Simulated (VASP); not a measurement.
Crystal: NaTaSe2.

```
CELL_PARAMETERS angstrom
4.15979 0.00000 0.00000
0.00000 4.15979 0.00000
0.00000 0.00000 6.69201
ATOMIC_POSITIONS crystal
Na 0.00000 0.00000 0.50000
Ta 0.50000 0.50000 0.00000
Se 0.50000 0.50000 0.50000
Se 0.00000 0.00000 0.00000
```

The cell was generated, and may not be a known phase.

| Item | Value |
| --- | --- |
| Program | VASP 6.6.1 |
| Task | relaxation of cell and atoms |
| Functional | PBE |
| Potentials or basis | VASP PAW PBE potentials, release 64 (Na_pv, Ta_pv, Se) |
| Cutoff | 600 eV |
| k mesh | 4 × 4 × 4 |
| Occupations | gaussian, width 0.1 eV |
| Spin | collinear spin |
| Starting moments | [0.0, 1.0, 0.0, 0.0] μB |

At the start: pressure -10.8 GPa; volume 28.95 Å³/atom.

Where does the relaxation end?

Over 9 steps the energy falls by 537.9 meV/atom and the volume is 19.79 Å³/atom (-31.6 %); space group P4/mmm (No. 123, to 0.1 Å) before and after; moment 0.00 μB per cell.

The path:
```csv
step,energy change (eV),largest force (eV/Å),pressure (GPa),volume (Å³)
1,0.0000,0.0000,-10.84,115.80
2,-1.6951,0.0000,-4.28,85.95
3,-1.8004,0.0000,1.56,79.24
4,-2.0475,0.0000,6.83,74.01
5,-2.0827,0.0000,4.79,75.22
6,-2.1362,0.0000,-2.16,81.39
7,-2.1504,0.0000,-0.23,79.30
8,-2.1504,0.0000,-0.30,79.38
9,-2.1516,0.0000,-0.03,79.17
```

Final structure:
```yaml
crystal:
  lattice:
    - [3.85446, 0.00000, 0.00000]
    - [0.00000, 3.85446, 0.00000]
    - [0.00000, 0.00000, 5.32873]
  atoms:
    - { symbol: Na, position: [0.00000, 0.00000, 0.50000] }
    - { symbol: Ta, position: [0.50000, 0.50000, 0.00000] }
    - { symbol: Se, position: [0.50000, 0.50000, 0.50000] }
    - { symbol: Se, position: [0.00000, 0.00000, 0.00000] }
```

Caveat: the k points lie up to 0.41 Å⁻¹ apart in the final cell, too coarse for converged energies and pressures of a metal; the volume moved by over 15 % at a fixed basis, so the end points are rough.
